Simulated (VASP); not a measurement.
# Cu3O2 (I4/mmm) in VASP: relaxation of cell and atoms with PBE

Aim: the relaxation of cell and atoms of Cu3O2 with PBE.

Program: VASP 6.6.1. These are calculated values, not measurements. Logs are shortened: lines on timing, memory, paths and dates and some standing lists are left out, and cuts for length are marked.

### 1 The cell of the first run

It takes space group I4/mmm (No. 139, tetragonal). Conventional cell: a = 4.046 Å, b = 4.046 Å, c = 7.347 Å, α = 90.00°, β = 90.00°, γ = 90.00°. Within 2.4 Å of Cu (site symmetry -4m2) lie 2 O at 1.84 Å. Cu (site symmetry 4/mmm) has 4 O at 2.02 Å and 8 Cu at 2.73 Å within 2.8 Å. O (site symmetry mmm) has 4 Cu at 1.84 to 2.02 Å within 2.4 Å.

### 2 Relaxation of cell and atoms, PBE

INCAR

```
SYSTEM = Cu3O2
PREC = Accurate
ENCUT = 600
EDIFF = 1E-7
ISMEAR = 0
SIGMA = 0.1
LREAL = .FALSE.
LASPH = .TRUE.
NELM = 120
ALGO = Normal
ISIF = 3
LWAVE = .FALSE.
LCHARG = .FALSE.
GGA = PE
IBRION = 2
NSW = 100
EDIFFG = -0.01
GGA_COMPAT = .FALSE.
NELMIN = 4
```

KPOINTS

```
regular mesh
0
G
  14 14 14
  0 0 0
```

POSCAR

```
Cu3O2
1.0
   -2.0229820000      2.0229820000      3.6736170000
    2.0229820000     -2.0229820000      3.6736170000
    2.0229820000      2.0229820000     -3.6736170000
Cu O
3 2
Direct
    0.2500000000      0.7500000000      0.5000000000
    0.7500000000      0.2500000000      0.5000000000
    0.0000000000      0.0000000000      0.0000000000
    0.0000000000      0.5000000000      0.5000000000
    0.5000000000      0.0000000000      0.5000000000
```

Potentials or basis: VASP PAW PBE potentials, release 64 (Cu, O).

Command:

```sh
$ cat potpaw_PBE.64/Cu/POTCAR potpaw_PBE.64/O/POTCAR > POTCAR
$ mpirun -np 1 vasp_std > vasp.out
```

OUTCAR:

```text
SYSTEM = Cu3O2
   PREC = Accurate
   ENCUT = 600
   EDIFF = 1E-7
   ISMEAR = 0
   LREAL = .FALSE.
   LASPH = .TRUE.
   NELM = 120
   ISIF = 3
   GGA = PE
   IBRION = 2
   NSW = 100
   EDIFFG = -0.01
   NELMIN = 4

 ion  position               nearest neighbor table
   1  0.250  0.750  0.500-   4 1.84   5 1.84   3 2.73   3 2.73   3 2.73   3 2.73
   2  0.750  0.250  0.500-   4 1.84   5 1.84   3 2.73   3 2.73   3 2.73   3 2.73
   3  0.000  0.000  0.000-   4 2.02   5 2.02   4 2.02   5 2.02   2 2.73   1 2.73   1 2.73   2 2.73
                             2 2.73   1 2.73   1 2.73   2 2.73
   4  0.000  0.500  0.500-   1 1.84   2 1.84   3 2.02   3 2.02
   5  0.500  0.000  0.500-   1 1.84   2 1.84   3 2.02   3 2.02

  LATTYP: Found a body centered tetragonal cell.
 ALAT       =     4.0459640000
 C/A-ratio  =     1.8159415160

  Lattice vectors:

 A1 = (  -2.0229820000,   2.0229820000,   3.6736170000)
 A2 = (   2.0229820000,  -2.0229820000,   3.6736170000)
 A3 = (   2.0229820000,   2.0229820000,  -3.6736170000)

Analysis of symmetry for initial positions (statically):
=====================================================================
 Subroutine PRICEL returns:
 Original cell was already a primitive cell.

 Routine SETGRP: Setting up the symmetry group for a
 body centered tetragonal supercell.

 Subroutine GETGRP returns: Found 16 space group operations
 (whereof 16 operations were pure point group operations)
 out of a pool of 16 trial point group operations.

The static configuration has the point symmetry D_4h.

Analysis of symmetry for dynamics (positions and initial velocities):
=====================================================================
 Subroutine PRICEL returns:
 Original cell was already a primitive cell.

 Routine SETGRP: Setting up the symmetry group for a
 body centered tetragonal supercell.

 Subroutine GETGRP returns: Found 16 space group operations
 (whereof 16 operations were pure point group operations)
 out of a pool of 16 trial point group operations.

The dynamic configuration has the point symmetry D_4h.

 Subroutine INISYM returns: Found 16 space group operations
 (whereof 16 operations are pure point group operations),
 and found     1 'primitive' translations

----------------------------------------------------------------------------------------

                                     Primitive cell

  volume of cell :      60.1365

  direct lattice vectors                    reciprocal lattice vectors
    -2.022982000  2.022982000  3.673617000     0.000000000  0.247159886  0.136105642
     2.022982000 -2.022982000  3.673617000     0.247159886  0.000000000  0.136105642
     2.022982000  2.022982000 -3.673617000     0.247159886  0.247159886  0.000000000

  length of vectors
     4.656218875  4.656218875  4.656218875     0.282157323  0.282157323  0.349536863

  position of ions in fractional coordinates (direct lattice)
     0.250000000  0.750000000  0.500000000
     0.750000000  0.250000000  0.500000000
     0.000000000  0.000000000  0.000000000
     0.000000000  0.500000000  0.500000000
     0.500000000  0.000000000  0.500000000

  ion indices of the primitive-cell ions
   primitive index   ion index
                 1           1
                 2           2
                 3           3
                 4           4
                 5           5

----------------------------------------------------------------------------------------

 KPOINTS: regular mesh

Automatic generation of k-mesh.
 Grid dimensions read from file:
 generate k-points for:   14   14   14

 Generating k-lattice:

  Cartesian coordinates                     Fractional coordinates (reciprocal lattice)
     0.000000000  0.017654278  0.009721832     0.071428571  0.000000000  0.000000000
     0.017654278  0.000000000  0.009721832     0.000000000  0.071428571  0.000000000
     0.017654278  0.017654278  0.000000000     0.000000000  0.000000000  0.071428571

  Length of vectors
     0.020154094  0.020154094  0.024966919

  Shift w.r.t. Gamma in fractional coordinates (k-lattice)
     0.000000000  0.000000000  0.000000000

 Subroutine IBZKPT returns following result:
 ===========================================

 Found    244 irreducible k-points:

 Following reciprocal coordinates:
            Coordinates               Weight
  0.000000  0.000000  0.000000      1.000000
  0.071429  0.000000 -0.000000      8.000000
  0.142857  0.000000 -0.000000      8.000000
  0.214286 -0.000000  0.000000      8.000000
  0.285714  0.000000  0.000000      8.000000
  0.357143 -0.000000  0.000000      8.000000
[... 16 lines left out ...]
  0.214286  0.142857 -0.000000     16.000000
  0.285714  0.142857 -0.000000     16.000000
 [... further k-points ...]
   k-points           NKPTS =    244   k-points in BZ     NKDIM =    244   number of bands    NBANDS=     27
   number of dos      NEDOS =    301   number of ions     NIONS =      5
   total plane-waves  NPLWV =  64000
   dimension x,y,z NGX =    40 NGY =   40 NGZ =   40
   dimension x,y,z NGXF=    80 NGYF=   80 NGZF=   80
   ions per type =               3   2
   NGX,Y,Z   is equivalent  to a cutoff of  14.28, 14.28, 14.28 a.u.
   NGXF,Y,Z  is equivalent  to a cutoff of  28.56, 28.56, 28.56 a.u.
 SYSTEM =  Cu3O2
   PREC   = accura    normal or accurate (medium, high low for compatibility)
   ISTART =      0    job   : 0-new  1-cont  2-samecut
   ICHARG =      2    charge: 1-file 2-atom 10-const
   ISPIN  =      1    spin polarized calculation?
   LNONCOLLINEAR =      F non collinear calculations
   LSORBIT =      F    spin-orbit coupling
   LASPH  =      T    aspherical Exc in radial PAW
   ENCUT  =  600.0 eV  44.10 Ry    6.64 a.u.   9.30  9.30  9.30*2*pi/ulx,y,z
   NELM   =    120;   NELMIN=  4; NELMDL= -5     # of ELM steps
   EDIFF  = 0.1E-06   stopping-criterion for ELM
   LREAL  =      F    real-space projection
   EDIFFG = -.1E-01   stopping-criterion for IOM
   NSW    =    100    number of steps for IOM
   IBRION =      2    ionic relax: 0-MD 1-quasi-New 2-CG
   NFREE  =      1    steps in history (QN), initial steepest desc. (CG)
   ISIF   =      3    stress and relaxation
   ISYM   =      2    0-nonsym 1-usesym 2-fastsym
   POTIM  = 0.5000    time-step for ionic-motion
   TEBEG  =    0.0;   TEEND  =   0.0 temperature during run
   PSTRESS=    0.0 pullay stress
   NELECT =      45.0000    total number of electrons
   NUPDOWN=      -1.0000    fix difference up-down
   EMIN   =  10.00;   EMAX   =-10.00  energy-range for DOS
   EFERMI =   0.00;   METHOD = LEGACY
   ISMEAR =     0;   SIGMA  =   0.10  broadening in eV -4-tet -1-fermi 0-gaus
   EFERMI_NEDOS =   21; number of points for ismear=-14 and -15
   IALGO  =     38    algorithm
   IMIX   =      4    mixing-type and parameters
     AMIX     =   0.40;   BMIX     =  1.00
     AMIX_MAG =   1.60;   BMIX_MAG =  1.00
  volume/ion in A,a.u.               =      12.03        81.16
  Fermi-wavevector in a.u.,A,eV,Ry     =   1.486277  2.808656 30.055525  2.209019
  Thomas-Fermi vector in A             =   2.599583
   LORBIT       =      0    0 simple, 1 ext, 2 COOP (PROOUT), +10 PAW based schemes
   GGA     = PE    functional components
   LHFCALC =     F    Hartree Fock is set to
   AEXX    =    0.0000 exact exchange contribution
   IVDW    =     0    specifies the selected vdW correction
   LEPSILON=     F    determine dielectric tensor
   LRPA    =     F    only Hartree local field effects (RPA)
 conjugate gradient relaxation of ions
 non-spin polarized calculation
 Gauss-broadening in eV      SIGMA  =   0.10
  energy-cutoff  :      600.00
  volume of cell :       60.14
 maximum number of plane-waves:      2028
 NGX is ok and might be reduce to    40
   NGX = 19   NGY = 19   NGZ = 19

--------------------------------------- Ionic step        1  -------------------------------------------

 number of electron      45.0000020 magnetization

 Free energy of the ion-electron system (eV)
  ---------------------------------------------------
  ext. energy  EPLUGINS =         0.00000000
  ---------------------------------------------------
  free energy    TOTEN  =       -22.70753908 eV

  energy without entropy =      -22.69676268  energy(sigma->0) =      -22.70215088

------------------------ aborting loop because EDIFF is reached ----------------------------------------

  FORCE on cell =-STRESS in cart. coord.  units (eV):
  Direction    XX          YY          ZZ          XY          YZ          ZX
  --------------------------------------------------------------------------------------
  -------------------------------------------------------------------------------------
  Total        0.4481675      0.4481675      0.6619267      0.0000000      0.0000000      0.0000000
  in kB       11.9402392     11.9402392     17.6352895      0.0000000      0.0000000      0.0000000
  external PRESSURE =      13.8385893 kB  Pullay stress =       0.0000000 kB

 VOLUME and BASIS-vectors are now :
 -----------------------------------------------------------------------------
  energy-cutoff  :      600.00
  volume of cell :       60.14
      direct lattice vectors                 reciprocal lattice vectors
    -2.022982000  2.022982000  3.673617000     0.000000000  0.247159886  0.136105642
     2.022982000 -2.022982000  3.673617000     0.247159886  0.000000000  0.136105642
     2.022982000  2.022982000 -3.673617000     0.247159886  0.247159886  0.000000000
[... 118 lines left out ...]
 POSITION                                       TOTAL-FORCE (eV/Angst)
 -----------------------------------------------------------------------------------
      2.03189     -0.00000      1.84175        -0.000000     -0.000000     -0.000000
     -0.00000      2.03189      1.84175         0.000000      0.000000      0.000000
      2.03189      2.03189      3.68350         0.000000      0.000000     -0.000000
      0.00000      2.03189      3.68350         0.000000      0.000000     -0.000000
      2.03189      0.00000      3.68350         0.000000      0.000000     -0.000000
 -----------------------------------------------------------------------------------
    total drift:                                0.000000     -0.000000      0.000000

  FREE ENERGIE OF THE ION-ELECTRON SYSTEM (eV)
  ---------------------------------------------------
  free  energy   TOTEN  =       -22.7105522603 eV

  energy  without entropy=      -22.6996348618  energy(sigma->0) =      -22.70509356

--------------------------------------- Ionic step        5  -------------------------------------------

 number of electron      45.0000022 magnetization

 Free energy of the ion-electron system (eV)
  ---------------------------------------------------
  ext. energy  EPLUGINS =         0.00000000
  ---------------------------------------------------
  free energy    TOTEN  =       -22.71065348 eV

  energy without entropy =      -22.69966932  energy(sigma->0) =      -22.70516140

 E-fermi :   4.2167     XC(G=0): -11.0955

 val. band max:        4.2160334323   @ k =   0.5000   0.1429   0.0000
 cond. band min:       4.2172809146   @ k =   0.4286   0.0714   0.0714
 fundamental gap:      0.0012474824
 Fermi energy:         4.2167307083

 k-point     1 :       0.0000    0.0000    0.0000
  band No.  band energies     occupation
      1     -14.8184      2.00000
      2     -13.6343      2.00000
      3      -2.2570      2.00000
      4      -1.2272      2.00000
      5      -1.2272      2.00000
      6      -0.6738      2.00000
[... 19 lines left out ...]
     26       9.4094      0.00000
     27      11.1266      0.00000
[... 667 lines left out ...]
      5      -1.7192      2.00000
      6      -0.9940      2.00000
[... 19 lines left out ...]
     26      10.3120      0.00000
     27      11.5041      0.00000

 [... further k-points ...]

------------------------ aborting loop because EDIFF is reached ----------------------------------------

  FORCE on cell =-STRESS in cart. coord.  units (eV):
  Direction    XX          YY          ZZ          XY          YZ          ZX
  --------------------------------------------------------------------------------------
  -------------------------------------------------------------------------------------
  Total       -0.0048067     -0.0048067      0.0148398      0.0000000      0.0000000      0.0000000
  in kB       -0.1263833     -0.1263833      0.3901805      0.0000000      0.0000000      0.0000000
  external PRESSURE =       0.0458046 kB  Pullay stress =       0.0000000 kB

 VOLUME and BASIS-vectors are now :
 -----------------------------------------------------------------------------
  energy-cutoff  :      600.00
  volume of cell :       60.94
      direct lattice vectors                 reciprocal lattice vectors
    -2.034567515  2.034567515  3.680167581     0.000000000  0.245752474  0.135863378
     2.034567515 -2.034567515  3.680167581     0.245752474  0.000000000  0.135863378
     2.034567515  2.034567515 -3.680167581     0.245752474  0.245752474  0.000000000

 POSITION                                       TOTAL-FORCE (eV/Angst)
 -----------------------------------------------------------------------------------
      2.03457      0.00000      1.84008         0.000000      0.000000      0.000000
      0.00000      2.03457      1.84008        -0.000000     -0.000000     -0.000000
      0.00000      0.00000      0.00000         0.000000     -0.000000      0.000000
      2.03457      0.00000      0.00000         0.000000     -0.000000      0.000000
      0.00000      2.03457      0.00000         0.000000     -0.000000      0.000000
 -----------------------------------------------------------------------------------
    total drift:                                0.000000     -0.000000     -0.000000

  FREE ENERGIE OF THE ION-ELECTRON SYSTEM (eV)
  ---------------------------------------------------
  free  energy   TOTEN  =       -22.7106534843 eV

  energy  without entropy=      -22.6996693189  energy(sigma->0) =      -22.70516140

 reached required accuracy - stopping structural energy minimisation
```

Run time: 34 min. Hardware: 1 thread of Intel Xeon Platinum 8559C (Emerald Rapids), shared host; peak memory 0.56 GiB.

Results:

| Item | Value |
| --- | --- |
| Free energy | -22.7107 eV |
| Relaxed volume | 12.19 Å³/atom |
| Relaxed cell | a = 4.671 Å, b = 4.671 Å, c = 4.671 Å, α = 128.36°, β = 128.36°, γ = 76.04° |
| Space group after relaxing (to 0.1 Å) | I4/mmm (No. 139) |
| Energy gained by relaxing | 0.6 meV/atom |
| Ionic steps | 5 |
| Pressure after relaxing | 0.0 GPa |
| Band gap on the k mesh | zero (an odd number of electrons rules out a gap without spin polarisation) |

The path:
```tsv
step	energy change (eV)	largest force (eV/Å)	pressure (GPa)	volume (Å³)
1	0.0000	0.0000	1.38	60.14
2	-0.0015	0.0000	-0.74	61.05
3	-0.0025	0.0000	0.08	60.69
4	-0.0030	0.0000	0.05	60.83
5	-0.0031	0.0000	0.00	60.94
```

Final structure:
```xyz
5
Lattice="-2.0346 2.0346 3.6802 2.0346 -2.0346 3.6802 2.0346 2.0346 -3.6802" Properties=species:S:1:pos:R:3 pbc="T T T"
Cu    2.0346    0.0000    1.8401
Cu    0.0000    2.0346    1.8401
Cu    0.0000    0.0000    0.0000
O     2.0346    0.0000    0.0000
O     0.0000    2.0346    0.0000
```
